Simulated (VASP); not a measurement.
Wanted: the native input for a VASP 6.6.1 run.

```yaml
Task: single point
Functional: PBE
Potentials_or_basis: VASP PAW PBE potentials, release 64 (Mg, O)
Cutoff: 520 eV
k_mesh: 10 × 10 × 10
Occupations: gaussian, width 0.05 eV
Spin: no spin polarisation
Dipole_correction: no
Further_INCAR_settings: ALGO = Normal; EDIFF = 1e-06; NBANDS = 11
```

The structure of MgO lies in POSCAR:

```
MgO
1.0
    0.0000000000      2.2332690507      2.0737498328
    2.2332690507      0.0000000000      2.0737498328
    2.2332690507      2.2332690507      0.0000000000
Mg O
1 1
Direct
    0.0000000000      0.0000000000      0.0000000000
    0.5000000000      0.5000000000      0.5000000000
```

This cell differs from its parent crystal: strain +0.050 along x and y, -0.025 along z.

One way to write it, as run:

INCAR

```
SYSTEM = MgO
ALGO = Normal
EDIFF = 1E-6
ENCUT = 520
GGA = PE
ISIF = 2
ISMEAR = 0
LASPH = .True.
LCHARG = .False.
LREAL = .False.
LWAVE = .False.
NBANDS = 11
NELM = 80
PREC = Accurate
SIGMA = 0.05
```

KPOINTS

```
k-points
0
Gamma
  10 10 10
  0 0 0
```

Potentials or basis: VASP PAW PBE potentials, release 64 (Mg, O).

Run with:

```console
$ cat potpaw_PBE.64/Mg/POTCAR potpaw_PBE.64/O/POTCAR > POTCAR
$ mpirun -np 1 vasp_std > vasp.out
```

It gave:

* Pressure: -8.6 GPa
* Band gap on the k mesh: 3.72 eV, direct

Caveat: the cell differs from its parent crystal (strain +0.050 along x and y, -0.025 along z).

It took 6.3 s on 1 thread of Intel(R) Xeon(R) 6975P-C (Granite Rapids) (shared host), peak memory 0.15 GiB.
